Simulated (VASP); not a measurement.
Runs of VASP 6.6.1 on MoSe. The structure is that of space group Fm-3m (No. 225), or close to it. The cells are those of the table. 

```tsv
cell	gap on the mesh (eV)	pressure (GPa)	moment (μB)
a = 3.842 Å, angles 60.0°, 2 atoms	none	(a)	3.88
a = 3.750 Å, angles 60.0°, 2 atoms	none	(c)	3.66
a = 3.985 Å, angles 60.0°, 2 atoms	none	2.0	(b)
a = 3.929 Å, angles 60.0°, 2 atoms	none	5.8	3.99
```

Alike in all rows: task single point; level r2SCAN+U; potentials or basis VASP PAW PBE potentials, release 64 (Mo_sv, Se); spin collinear, ferromagnetic start; Mo d U = 4.38 eV; k mesh 12 × 12 × 12; cutoff (eV) 520; smearing gaussian 0.1 eV.

Fill in the values left out.

(a) 12.3; (b) 4.00; (c) 20.3.

Caveats: the PAW data sets were made with another functional, which shifts forces and pressure a little.

A k mesh can miss the band edges, and the runs leave out spin-orbit coupling on Mo, Se.

A gap of «none» marks levels without a gap at the run's occupations.
